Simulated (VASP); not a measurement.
# Ir2Ru5 (P1) in VASP: a series of runs, part 2 of 2

VASP 6.6.1. Earlier steps stand in the parts before.

## 3. Single point, PBEsol

This run uses another cell than the first one, of 14.79 Å³/atom.

Input file INCAR:

```
PREC = Accurate
ENCUT = 520
EDIFF = 1E-6
ISMEAR = 0
SIGMA = 0.1
LREAL = Auto
LASPH = T
NELM = 60
ALGO = Fast
ISIF = 2
LWAVE = F
LCHARG = T
GGA = PS
LELF = T
LVHAR = T
NBANDS = 148
ISYM = 0
```

Input file KPOINTS:

```
Automatic mesh
0
Gamma
  2 2 2
  0.5 0.5 0.5
```

Input file POSCAR:

```
Ir2Ru5
1.0
    2.6427196944     -4.6047611023     -4.1852800939
   -5.3371338695      0.0068998877     -4.2255355993
    2.6533509951      4.6369748307     -4.2138464831
Ru Ir
15 6
Direct
    0.4211779249      0.5780151751      0.7477759364
    0.0838101600      0.2491280005      0.4140831679
    0.7512733470      0.9063389046      0.0786340104
    0.2513439174      0.4145863153      0.0855253337
    0.9153640849      0.0797610013      0.7485586032
    0.5874140720      0.7452413662      0.4196692842
    0.0786576982      0.7504379525      0.9129744322
    0.4192081640      0.0852351998      0.2504965422
    0.2482753363      0.0819458934      0.9141944130
    0.5854423493      0.4164936561      0.2601890727
    0.4233980653      0.2487822578      0.5818767666
    0.0817812671      0.9163299699      0.2436814215
    0.5825933249      0.9161611846      0.7477807437
    0.2477836685      0.5830173230      0.4198568035
    0.9179758860      0.2512065299      0.0815358782
    0.0806201419      0.4151846509      0.7479315792
    0.7526717024      0.0823831366      0.4172155505
    0.4173676873      0.7478527235      0.0828655260
    0.5858545784      0.2581363895      0.9161979893
    0.2394070746      0.9153210040      0.5821711527
    0.9129999000      0.5833899913      0.2492443723
```

Potentials or basis: VASP PAW PBE potentials, release 64 (Ru_pv, Ir).

Run with:

```bash
cat potpaw_PBE.64/Ru_pv/POTCAR potpaw_PBE.64/Ir/POTCAR > POTCAR
mpirun -np 1 vasp_std > vasp.out
```

OUTCAR:

```text
PREC = Accurate
   ENCUT = 520
   EDIFF = 1E-6
   ISMEAR = 0
   LREAL = Auto
   LASPH = T
   NELM = 60
   ISIF = 2
   GGA = PS
   ISYM = 0

 ion  position               nearest neighbor table
   1  0.421  0.578  0.748-  11 2.59  19 2.59  14 2.59  13 2.62  16 2.63  18 2.63   6 2.64   4 2.69
                            20 2.72   7 2.72
   2  0.084  0.249  0.414-  17 2.58  15 2.59  14 2.61  16 2.61  12 2.63  11 2.64  20 2.64   4 2.64
                             8 2.66  21 2.67   5 2.69
   3  0.751  0.906  0.079-  18 2.57  12 2.58  13 2.59   7 2.60  21 2.60   5 2.66  17 2.68  15 2.68
                             6 2.69   8 2.71  19 2.75
   4  0.251  0.415  0.086-  15 2.59  18 2.61  14 2.63  10 2.63   9 2.63   8 2.64   2 2.64  16 2.64
                            19 2.65  21 2.69   1 2.69   7 2.71
   5  0.915  0.080  0.749-  17 2.58  13 2.59   9 2.59  20 2.61  16 2.62   7 2.63  15 2.63   3 2.66
                            19 2.68   2 2.69
   6  0.587  0.745  0.420-  10 2.56  13 2.60  21 2.62  14 2.62  17 2.63  18 2.63   1 2.64   3 2.69
                             8 2.71  20 2.74
   7  0.079  0.750  0.913-  12 2.60   3 2.60   9 2.61  16 2.62   5 2.63  20 2.64  18 2.64  21 2.68
                             4 2.71   1 2.72
   8  0.419  0.085  0.250-  17 2.59  11 2.60  10 2.60  12 2.64   9 2.64   4 2.64  18 2.65   2 2.66
                            19 2.69  20 2.71   3 2.71   6 2.71
   9  0.248  0.082  0.914-   5 2.59   7 2.61  20 2.61   4 2.63   8 2.64  12 2.65  15 2.66  19 2.66
[... 11 lines left out ...]
  15  0.918  0.251  0.082-  19 2.58   4 2.59   2 2.59  21 2.61   5 2.63  12 2.65  16 2.65   9 2.66
                             3 2.68  17 2.68  10 2.69
  16  0.081  0.415  0.748-   2 2.61   5 2.62   7 2.62   1 2.63   4 2.64  14 2.65  15 2.65   9 2.66
                            11 2.71
  17  0.753  0.082  0.417-   5 2.58   2 2.58   8 2.59   6 2.63  11 2.64  10 2.64  12 2.66  13 2.66
                             3 2.68  15 2.68
  18  0.417  0.748  0.083-   3 2.57   4 2.61   1 2.63   6 2.63   7 2.64   8 2.65  12 2.66   9 2.68
                            13 2.68  10 2.68  14 2.69
  19  0.586  0.258  0.916-  15 2.58   1 2.59  11 2.60   4 2.65  10 2.65   9 2.66  13 2.68   5 2.68
                             8 2.69   3 2.75
  20  0.239  0.915  0.582-  14 2.59  12 2.61   5 2.61   9 2.61   7 2.64   2 2.64  13 2.65  11 2.67
                             8 2.71   1 2.72   6 2.74
  21  0.913  0.583  0.249-  10 2.56   3 2.60  15 2.61  12 2.61  14 2.62   6 2.62   2 2.67   7 2.68
                             4 2.69

IMPORTANT INFORMATION: All symmetrisations will be switched off!
NOSYMM: (Re-)initialisation of all symmetry stuff for point group C_1.

----------------------------------------------------------------------------------------

                                     Primitive cell

  volume of cell :     310.5467

  direct lattice vectors                    reciprocal lattice vectors
     2.642719694 -4.604761102 -4.185280094     0.063000606 -0.108523765 -0.079751184
    -5.337133869  0.006899888 -4.225535599    -0.124975731 -0.000099817 -0.078803851
     2.653350995  4.636974831 -4.213846483     0.062748897  0.107888158 -0.079079880

  length of vectors
     6.760500104  6.807363414  6.804286095     0.148683339  0.147746372  0.147752856

  position of ions in fractional coordinates (direct lattice)
     0.421177925  0.578015175  0.747775936
     0.083810160  0.249128001  0.414083168
     0.751273347  0.906338905  0.078634010
     0.251343917  0.414586315  0.085525334
     0.915364085  0.079761001  0.748558603
     0.587414072  0.745241366  0.419669284
[... 13 lines left out ...]
     0.239407075  0.915321004  0.582171153
     0.912999900  0.583389991  0.249244372

  ion indices of the primitive-cell ions
   primitive index   ion index
                 1           1
                 2           2
                 3           3
                 4           4
                 5           5
[... 56 lines left out ...]
   NGXF,Y,Z  is equivalent  to a cutoff of  24.59, 26.38, 26.39 a.u.
 SYSTEM =  unknown system
   PREC   = accura    normal or accurate (medium, high low for compatibility)
   ISTART =      0    job   : 0-new  1-cont  2-samecut
   ICHARG =      2    charge: 1-file 2-atom 10-const
   ISPIN  =      1    spin polarized calculation?
   LNONCOLLINEAR =      F non collinear calculations
   LSORBIT =      F    spin-orbit coupling
   LASPH  =      T    aspherical Exc in radial PAW
   ENCUT  =  520.0 eV  38.22 Ry    6.18 a.u.  12.57 12.66 12.65*2*pi/ulx,y,z
   NELM   =     60;   NELMIN=  2; NELMDL= -5     # of ELM steps
   EDIFF  = 0.1E-05   stopping-criterion for ELM
   LREAL  =      T    real-space projection
   EDIFFG = 0.1E-04   stopping-criterion for IOM
   NSW    =      0    number of steps for IOM
   IBRION =     -1    ionic relax: 0-MD 1-quasi-New 2-CG
   NFREE  =      0    steps in history (QN), initial steepest desc. (CG)
   ISIF   =      2    stress and relaxation
   ISYM   =      0    0-nonsym 1-usesym 2-fastsym
   POTIM  = 0.5000    time-step for ionic-motion
   TEBEG  =    0.0;   TEEND  =   0.0 temperature during run
   PSTRESS=    0.0 pullay stress
   NELECT =     264.0000    total number of electrons
   NUPDOWN=      -1.0000    fix difference up-down
   EMIN   =  10.00;   EMAX   =-10.00  energy-range for DOS
   EFERMI =   0.00;   METHOD = LEGACY
   ISMEAR =     0;   SIGMA  =   0.10  broadening in eV -4-tet -1-fermi 0-gaus
   EFERMI_NEDOS =   21; number of points for ismear=-14 and -15
   IALGO  =     68    algorithm
   IMIX   =      4    mixing-type and parameters
     AMIX     =   0.40;   BMIX     =  1.00
     AMIX_MAG =   1.60;   BMIX_MAG =  1.00
  volume/ion in A,a.u.               =      14.79        99.79
  Fermi-wavevector in a.u.,A,eV,Ry     =   1.550841  2.930664 32.723466  2.405107
  Thomas-Fermi vector in A             =   2.655446
   LORBIT       =      0    0 simple, 1 ext, 2 COOP (PROOUT), +10 PAW based schemes
   GGA     = PS    functional components
   LHFCALC =     F    Hartree Fock is set to
   AEXX    =    0.0000 exact exchange contribution
   IVDW    =     0    specifies the selected vdW correction
   LEPSILON=     F    determine dielectric tensor
   LRPA    =     F    only Hartree local field effects (RPA)
 non-spin polarized calculation
 RMM-DIIS sequential band-by-band and
 Gauss-broadening in eV      SIGMA  =   0.10
  energy-cutoff  :      520.00
  volume of cell :      310.55
 maximum number of plane-waves:      8364
 NGX is ok and might be reduce to    50
   NGX = 25   NGY = 25   NGZ = 25

 number of electron     264.0000010 magnetization

 Free energy of the ion-electron system (eV)
  ---------------------------------------------------
  ext. energy  EPLUGINS =         0.00000000
  ---------------------------------------------------
  free energy    TOTEN  =      -205.94279709 eV

  energy without entropy =     -205.83753266  energy(sigma->0) =     -205.89016487

 E-fermi :  10.6712     XC(G=0): -13.6021

 val. band max:       10.6628539359   @ k =   0.2500   0.2500   0.2500
 cond. band min:      10.6967853024   @ k =  -0.2500   0.2500   0.2500
 fundamental gap:      0.0339313665
 Fermi energy:        10.6712322578

 k-point     1 :       0.2500    0.2500    0.2500
  band No.  band energies     occupation
      1     -32.8588      2.00000
      2     -32.8225      2.00000
      3     -32.7810      2.00000
      4     -32.7367      2.00000
      5     -32.7187      2.00000
      6     -32.6916      2.00000
[... 577 lines left out ...]
    143      11.5909      0.00000
    144      11.7422      0.00000
 [bands above 144 left out]

------------------------ aborting loop because EDIFF is reached ----------------------------------------

  FORCE on cell =-STRESS in cart. coord.  units (eV):
  Direction    XX          YY          ZZ          XY          YZ          ZX
  --------------------------------------------------------------------------------------
  -------------------------------------------------------------------------------------
  Total        0.4298168      0.4985215      0.5750438      0.0364413      0.0403305     -0.0173195
  in kB        2.2175177      2.5719800      2.9667753      0.1880086      0.2080739     -0.0893551
  external PRESSURE =       2.5854243 kB  Pullay stress =       0.0000000 kB

 VOLUME and BASIS-vectors are now :
 -----------------------------------------------------------------------------
  energy-cutoff  :      520.00
  volume of cell :      310.55
      direct lattice vectors                 reciprocal lattice vectors
     2.642719694 -4.604761102 -4.185280094     0.063000606 -0.108523765 -0.079751184
    -5.337133869  0.006899888 -4.225535599    -0.124975731 -0.000099817 -0.078803851
     2.653350995  4.636974831 -4.213846483     0.062748897  0.107888158 -0.079079880

 POSITION                                       TOTAL-FORCE (eV/Angst)
 -----------------------------------------------------------------------------------
      0.01222      1.53198     -7.35618        -0.026229     -0.037112     -0.015513
     -0.00943      1.53589     -3.14835        -0.004765     -0.019813     -0.009766
     -2.64320     -3.08856     -7.30541        -0.001756     -0.028835     -0.007039
     -1.32154     -0.75794     -3.16418         0.017279      0.021861      0.007913
      3.97954     -0.74344     -7.32240         0.021015      0.025630      0.011873
     -1.31155     -0.75376     -7.37596         0.013340      0.032464     -0.006151
[... 13 lines left out ...]
     -2.70780      1.60342     -7.32289         0.003786     -0.006861      0.017237
     -0.03949     -3.04438     -7.33657         0.003047     -0.006132      0.000567
 -----------------------------------------------------------------------------------
    total drift:                                0.002854      0.007149     -0.002453

  FREE ENERGIE OF THE ION-ELECTRON SYSTEM (eV)
  ---------------------------------------------------
  free  energy   TOTEN  =      -205.9427970866 eV

  energy  without entropy=     -205.8375326567  energy(sigma->0) =     -205.89016487
```

Run time: 8 min. Hardware: 1 thread of Intel Xeon Platinum 8488C (Sapphire Rapids), shared host; peak memory 0.43 GiB.

What came out:

```yaml
Free_energy: -205.9428 eV
Pressure: 0.3 GPa
Largest_force: 0.048 eV/Å
Band_gap_on_the_k_mesh: zero (bands 132 and 133 overlap by 0.28 eV)
```

Forces in eV/Å, atoms in the order of the input:
```
Ru  -0.026 -0.037 -0.016
Ru  -0.005 -0.020 -0.010
Ru  -0.002 -0.029 -0.007
Ru   0.017  0.022  0.008
Ru   0.021  0.026  0.012
Ru   0.013  0.032 -0.006
Ru  -0.026  0.024  0.017
Ru  -0.020  0.012  0.011
Ru   0.008  0.019 -0.016
Ru   0.001  0.000  0.001
Ru  -0.021 -0.011 -0.002
Ru  -0.009  0.002 -0.003
Ru   0.026 -0.008 -0.007
Ru   0.019 -0.001  0.005
Ru   0.010 -0.005  0.002
Ir  -0.020  0.009  0.008
Ir   0.009 -0.001 -0.003
Ir   0.009 -0.013  0.004
Ir  -0.014 -0.009 -0.014
Ir   0.004 -0.007  0.017
Ir   0.003 -0.006  0.001
```

Levels at points of the mesh, in eV from the Fermi level:
```tsv
k point	band 129	band 130	band 131	band 132	band 133	band 134	band 135	band 136
(0.25, 0.25, 0.25)	-0.11	-0.06	-0.01	0.24	0.38	0.49	0.62	0.71
```

Caveat: the k points lie up to 0.47 Å⁻¹ apart; the PAW data sets were made with another functional, which shifts forces and pressure a little; spin-orbit coupling is left out, which moves the levels of the heavy elements.
